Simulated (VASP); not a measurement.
Here is a VASP 6.6.1 calculation.

Contents of INCAR:

```
SYSTEM = Cd
PREC = Accurate
ENCUT = 520
EDIFF = 1E-6
ISMEAR = 1
SIGMA = 0.1
LREAL = .FALSE.
LASPH = .TRUE.
NELM = 60
ALGO = Normal
ISIF = 2
LWAVE = .FALSE.
LCHARG = .FALSE.
GGA = PE
NBANDS = 12
```

KPOINTS

```
regular mesh
0
G
  9 9 9
  0 0 0
```

POSCAR

```
Cd
1.0
    1.6080291515      0.9283960635      2.4492874100
   -1.6080291515      0.9283960635      2.4492874100
    0.0000000000     -1.8567921270      2.4492874100
Cd
1
Direct
    0.0000000000      0.0000000000      0.0000000000
```

Potentials or basis: VASP PAW PBE potentials, release 64 (Cd).

Run with:

```console
$ cat potpaw_PBE.64/Cd/POTCAR > POTCAR
$ mpirun -np 1 vasp_std > vasp.out
```

Task: Estimate the pressure.

Result: 2.6 GPa.

Task: What does it give for the band gap on the k mesh?

Result: Zero (bands 6 and 7 overlap by 1.93 eV).

Stress tensor (GPa, compression positive):
```
2.52 0.00 0.00
0.00 2.52 0.00
0.00 0.00 2.70
```
